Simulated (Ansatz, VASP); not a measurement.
Cu: VASP beside Ansatz

File INCAR:

```
PREC = Accurate
ENCUT = 600
EDIFF = 1E-6
ISMEAR = 0
SIGMA = 0.1
LREAL = False
LASPH = True
NELM = 120
ALGO = Normal
ISIF = 2
LWAVE = False
LCHARG = False
GGA = PS
NBANDS = 18
GGA_COMPAT = False
```

KPOINTS

```
regular mesh
0
Gamma
  6 6 4
```

File POSCAR:

```
Cu
1.0
    2.7757455596      0.0000000000      0.0000000000
   -1.3878727798      2.4038661691      0.0000000000
    0.0000000000      0.0000000000      5.2892916390
Cu
2
Direct
    0.3333333333      0.6666666667      0.2500000000
    0.6666666667      0.3333333333      0.7500000000
```

Input for Ansatz:

```yaml
crystal:
  lattice:
    - [2.7757455596, 0.0, 0.0]
    - [-1.3878727798, 2.4038661691, 0.0]
    - [0.0, 0.0, 5.289291639]
  atoms:
    - { symbol: Cu, position: [0.3333333333, 0.6666666667, 0.25] }
    - { symbol: Cu, position: [0.6666666667, 0.3333333333, 0.75] }
basis:
  ecutwfc: 420
kpoints:
  mp_grid: { grid: [6, 6, 4] }
hamiltonian:
  xc: pbesol
scf:
  occupations: { method: gaussian, width: 0.1 }
output:
  forces: true
  stress: true
  eigenvalues: true
```

Alike in both runs: task single point; functional PBEsol; k mesh 6 × 6 × 4; occupations gaussian, width 0.1 eV; no spin polarisation.

```csv
,VASP,Ansatz
version,VASP 6.6.1,Ansatz 0.2.0
potentials or method,"VASP PAW PBE potentials, release 64 (Cu), cutoff 600 eV","scalar-relativistic, plane waves, PAW"
valence electrons in the cell,22,38
```

|  | VASP | Ansatz | Ansatz less VASP |
| --- | --- | --- | --- |
| gap on the k mesh at the Fermi level (eV) | none | none | - |
| pressure (GPa) | -21.9 | -22.3 | -0.38 |
| traceless stress, the component that is largest in VASP (GPa) | -1.33 | -1.22 | +0.115 |

VASP's potentials were made for PBE, not for PBEsol. A gap of «none» marks a metal or a gap that the smearing closes. VASP's potentials hold 22 valence electrons a cell and Ansatz's 38, so a difference there can come from the potentials and not from the codes.

The k mesh is coarse, so the values compare programs but aren't converged.
